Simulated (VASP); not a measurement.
# Ga2As2Cl in VASP: single point with PBE

Aim: the single point of Ga2As2Cl with PBE.

Program: VASP 6.6.1. These are calculated values, not measurements. Logs are shortened: lines on timing, memory, paths and dates and some standing lists are left out, and cuts for length are marked.

**1. The cell of the first run**

The cell holds a slab with vacuum, 5 atoms: a = 4.063 Å, b = 4.063 Å, c = 19.672 Å, α = 90.00°, β = 90.00°, γ = 120.00°.

**2. Single point, PBE, collinear spin**

INCAR reads:

```
SYSTEM = Ga2As2Cl
  PREC = Accurate
  ENCUT = 520
  EDIFF = 1E-6
  ISMEAR = 0
  SIGMA = 0.05
  LREAL = .FALSE.
  LASPH = .TRUE.
  NELM = 150
  ALGO = Normal
  ISIF = 2
  LWAVE = .FALSE.
  LCHARG = .FALSE.
  ISPIN = 2
  MAGMOM = 0 0 0 0 1
  LORBIT = 11
  LDIPOL = .TRUE.
  IDIPOL = 3
  DIPOL = 0.5 0.5 0.354
  GGA = PE
  NBANDS = 34
```

KPOINTS reads:

```
Automatic mesh
0
G
  9 9 1
  0 0 0
```

POSCAR reads:

```
Ga2As2Cl
1.0
    4.0629609260      0.0000000000      0.0000000000
   -2.0314804630      3.5186273765      0.0000000000
    0.0000000000      0.0000000000     19.6715433583
As Ga Cl
2 2 1
Direct
    0.0000000000      0.0000000000      0.2033394090
    0.3333333333      0.6666666667      0.3841855388
    0.3333333333      0.6666666667      0.2454992137
    0.6666666666      0.3333333333      0.4153991992
    0.7777777778      0.5555555556      0.5212254649
```

Potentials or basis: VASP PAW PBE potentials, release 64 (As, Ga_d, Cl).

The run is started by

```console
> cat potpaw_PBE.64/As/POTCAR potpaw_PBE.64/Ga_d/POTCAR potpaw_PBE.64/Cl/POTCAR > POTCAR
> mpirun -np 1 vasp_std > vasp.out
```

OUTCAR:

```text
SYSTEM = Ga2As2Cl
   PREC = Accurate
   ENCUT = 520
   EDIFF = 1E-6
   ISMEAR = 0
   LREAL = .FALSE.
   LASPH = .TRUE.
   NELM = 150
   ISIF = 2
   ISPIN = 2
   LORBIT = 11
   GGA = PE

 ion  position               nearest neighbor table
   1  0.000  0.000  0.203-   3 2.49   3 2.49   3 2.49
   2  0.333  0.667  0.384-   4 2.42   4 2.42   4 2.42   3 2.73
   3  0.333  0.667  0.245-   1 2.49   1 2.49   1 2.49   2 2.73
   4  0.667  0.333  0.415-   5 2.22   2 2.42   2 2.42   2 2.42
   5  0.778  0.556  0.521-   4 2.22

  LATTYP: Found a hexagonal cell.
 ALAT       =     4.0629609260
 C/A-ratio  =     4.8416767270

  Lattice vectors:

 A1 = (   4.0629609260,   0.0000000000,   0.0000000000)
 A2 = (  -2.0314804630,   3.5186273765,   0.0000000000)
 A3 = (   0.0000000000,   0.0000000000,  19.6715433583)

Analysis of symmetry for initial positions (statically):
=====================================================================
 Subroutine PRICEL returns:
 Original cell was already a primitive cell.

 Routine SETGRP: Setting up the symmetry group for a
 hexagonal supercell.

 Subroutine GETGRP returns: Found  2 space group operations
 (whereof  2 operations were pure point group operations)
 out of a pool of 24 trial point group operations.

The static configuration has the point symmetry C_1h.

Analysis of symmetry for dynamics (positions and initial velocities):
=====================================================================
 Subroutine PRICEL returns:
 Original cell was already a primitive cell.

 Routine SETGRP: Setting up the symmetry group for a
 hexagonal supercell.

 Subroutine GETGRP returns: Found  2 space group operations
 (whereof  2 operations were pure point group operations)
 out of a pool of 24 trial point group operations.

The dynamic configuration has the point symmetry C_1h.

Analysis of structural, dynamic, and magnetic symmetry:
=====================================================================
 Subroutine PRICEL returns:
 Original cell was already a primitive cell.

 Routine SETGRP: Setting up the symmetry group for a
 hexagonal supercell.

 Subroutine GETGRP returns: Found  2 space group operations
 (whereof  2 operations were pure point group operations)
 out of a pool of 24 trial point group operations.

The overall configuration has the point symmetry C_1h.

 Subroutine INISYM returns: Found  2 space group operations
 (whereof  2 operations are pure point group operations),
 and found     1 'primitive' translations

----------------------------------------------------------------------------------------

                                     Primitive cell
[... 141 lines left out ...]
  ext. energy  EPLUGINS =         0.00000000
  ---------------------------------------------------
  free energy    TOTEN  =       -18.14690066 eV

  energy without entropy =      -18.14417197  energy(sigma->0) =      -18.14553632

 E-fermi :  -2.5014     XC(G=0):  -4.5174

 val. band max:       -2.5071193210   @ k =   0.0000   0.0000   0.0000
 cond. band min:      -2.4879703539   @ k =   0.4444   0.1111   0.0000
 fundamental gap:      0.0191489671
 Fermi energy:        -2.5013851600

 spin component 1

 k-point     1 :       0.0000    0.0000    0.0000
  band No.  band energies     occupation
      1     -17.2959      1.00000
      2     -16.9382      1.00000
      3     -16.9206      1.00000
      4     -16.8843      1.00000
      5     -16.8314      1.00000
      6     -16.8077      1.00000
[... 853 lines left out ...]
     32       5.9172      0.00000
     33       6.5258      0.00000

 [... further k-points ...]

 spin component 2

 k-point     1 :       0.0000    0.0000    0.0000
  band No.  band energies     occupation
      1     -17.2588      1.00000
      2     -16.9325      1.00000
      3     -16.9149      1.00000
      4     -16.8771      1.00000
      5     -16.8306      1.00000
      6     -16.7887      1.00000
[... 853 lines left out ...]
     32       6.1384      0.00000
     33       6.6437      0.00000

 [... further k-points ...]

 [bands above 33 left out]

------------------------ aborting loop because EDIFF is reached ----------------------------------------

 vacuum level on the upper side and lower side of the slab       (xc-potential included)         0.986        -0.986

  FORCE on cell =-STRESS in cart. coord.  units (eV):
  Direction    XX          YY          ZZ          XY          YZ          ZX
  --------------------------------------------------------------------------------------
  -------------------------------------------------------------------------------------
  Total        1.6560757      0.2973808     -1.5633923      0.0000000     -0.6388818      0.0000000
  in kB        9.4348808      1.6942173     -8.9068513      0.0000000     -3.6397934      0.0000000
  external PRESSURE =       0.7407489 kB  Pullay stress =       0.0000000 kB

 VOLUME and BASIS-vectors are now :
 -----------------------------------------------------------------------------
  energy-cutoff  :      520.00
  volume of cell :      281.23
      direct lattice vectors                 reciprocal lattice vectors
     4.062960926  0.000000000  0.000000000     0.246125921  0.142100867  0.000000000
    -2.031480463  3.518627377  0.000000000     0.000000000  0.284201734  0.000000000
     0.000000000  0.000000000 19.671543358     0.000000000  0.000000000  0.050834852

 POSITION                                       TOTAL-FORCE (eV/Angst)
 -----------------------------------------------------------------------------------
      0.00000      0.00000      4.00000         0.000000      0.014895      0.312701
     -0.00000      2.34575      7.55752         0.000000      0.043962     -1.527831
     -0.00000      2.34575      4.82935         0.000000      0.009957      0.348212
      2.03148      1.17288      8.17154         0.000000      0.179338      0.878488
      2.03148      1.95479     10.25331        -0.000000     -0.248152     -0.011571
 -----------------------------------------------------------------------------------
    total drift:                               -0.000004      0.000022     -0.001709

  FREE ENERGIE OF THE ION-ELECTRON SYSTEM (eV)
  ---------------------------------------------------
  free  energy   TOTEN  =       -18.1469006634 eV

  energy  without entropy=      -18.1441719685  energy(sigma->0) =      -18.14553632

 vacuum level on the upper side and lower side of the slab         4.721         2.696

 total charge

# of ion       s       p       d       tot
------------------------------------------
    1        1.251   1.460   0.022   2.732
    2        1.232   1.529   0.029   2.789
    3        0.898   0.705   9.973  11.577
    4        0.864   0.780  10.026  11.670
    5        1.609   3.477   0.000   5.086
--------------------------------------------------
tot          5.853   7.950  20.050  33.853

 magnetization (x)

# of ion       s       p       d       tot
------------------------------------------
    1        0.008   0.238  -0.000   0.246
    2        0.003   0.142   0.000   0.145
    3       -0.009   0.018   0.012   0.020
    4       -0.002   0.003   0.007   0.008
    5        0.002   0.087   0.000   0.089
--------------------------------------------------
tot          0.002   0.488   0.019   0.510
```

OSZICAR:

```text
N       E                     dE             d eps       ncg     rms          rms(c)
DAV:   1     0.316317759931E+03    0.31632E+03   -0.18296E+04  3520   0.122E+03
DAV:   2     0.302755324298E+02   -0.28604E+03   -0.27117E+03  4050   0.294E+02
DAV:   3    -0.156755289133E+02   -0.45951E+02   -0.45241E+02  4436   0.116E+02
[... 17 lines left out ...]
DAV:  21    -0.181468078907E+02   -0.13299E-03   -0.95638E-06  3400   0.853E-03    0.282E-03
DAV:  22    -0.181468762128E+02   -0.68322E-04   -0.59446E-06  3320   0.714E-03    0.204E-03
DAV:  23    -0.181468906178E+02   -0.14405E-04   -0.27274E-06  3158   0.602E-03    0.145E-03
DAV:  24    -0.181468968231E+02   -0.62053E-05   -0.16156E-06  3062   0.611E-03    0.101E-03
DAV:  25    -0.181469000091E+02   -0.31860E-05   -0.78845E-07  2968   0.475E-03    0.551E-04
DAV:  26    -0.181469006634E+02   -0.65428E-06   -0.34098E-07  2990   0.295E-03
   1 F= -.18146901E+02 E0= -.18145536E+02  d E =-.272869E-02  mag=     0.9648
```

Run time: 24 min. Hardware: 1 thread of Intel Xeon 8259CL, shared host; peak memory 0.68 GiB.

What came out:

```yaml
Free_energy: -18.1469 eV
Largest_force: 1.528 eV/Å
Band_gap_on_the_k_mesh: zero (filled and empty bands overlap)
Net_moment: 0.96 μB per cell
Site_moments: As +0.25, +0.14; Ga +0.02, +0.01; Cl +0.09 μB
Valence_electrons_inside_the_program's_atomic_spheres: As 2.73, 2.79; Ga 11.58, 11.67; Cl 5.09
```

Forces in eV/Å, atoms in the order of the input:
```
As   0.000  0.015  0.313
As   0.000  0.044 -1.528
Ga   0.000  0.010  0.348
Ga   0.000  0.179  0.878
Cl   0.000 -0.248 -0.012
```

Caveat: a moment this small can come from the mesh or the smearing.
